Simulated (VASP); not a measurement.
Input of a VASP 6.6.1 run:

INCAR

```
SYSTEM = Ag
PREC = Accurate
ENCUT = 520
EDIFF = 1E-7
ISMEAR = -1
SIGMA = 0.05
LREAL = .FALSE.
LASPH = .TRUE.
NELM = 60
ALGO = Normal
ISIF = 2
LWAVE = .FALSE.
LCHARG = .TRUE.
GGA = CA
LELF = .TRUE.
LVHAR = .TRUE.
NBANDS = 24
```

File KPOINTS:

```
Automatic mesh
0
G
  13 13 5
  0 0 0
```

The input POSCAR:

```
Ag
1.0
    0.0000000000      2.0000103124     -2.0000103124
   -2.0000103124      0.0000000000      2.0000103124
    4.0000206248      4.0000206248      4.0000206248
Ag
3
Direct
    0.0000000000      0.0000000000      0.0000000000
    0.3333333330      0.6666666670      0.3333333330
    0.6666666670      0.3333333330      0.6666666670
```

Potentials or basis: VASP PAW LDA potentials, release 64 (Ag).

Run with:

```bash
$ cat potpaw_LDA.64/Ag/POTCAR > POTCAR
$ mpirun -np 1 vasp_std > vasp.out
```

Question: Predict the pressure.

Answer: 0.2 GPa.
